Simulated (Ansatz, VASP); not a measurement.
# Two plane-wave programs on Ca3O

```
Ca O
1.0
    -2.16779    2.16779    5.84332
     2.16779   -2.16779    5.84332
     2.16779    2.16779   -5.84332
Ca O
3 1
Direct
  0.50000 0.50000 0.00000
  0.25000 0.75000 0.50000
  0.75000 0.25000 0.50000
  0.00000 0.00000 0.00000
```

Alike in both runs: functional PBE; k mesh 6 × 6 × 6; occupations gaussian, width 0.1 eV; no spin polarisation.

Ansatz relaxed the structure, and its values are those at the end. VASP's run is a single point on that final structure, the one shown.

|  | VASP | Ansatz |
| --- | --- | --- |
| version | VASP 6.6.1 | Ansatz 0.2.0 |
| potentials or method | VASP PAW PBE potentials, release 64 (Ca_sv, O), cutoff 520 eV | scalar-relativistic, plane waves, PAW |
| valence electrons in the cell | 36 | 36 |

```tsv
	VASP	Ansatz	Ansatz less VASP
gap on the k mesh at the Fermi level (eV)	none	none	-
pressure (GPa)	-0.1	-0.1	-0.04
```

A gap of «none» marks a metal or a gap that the smearing closes.
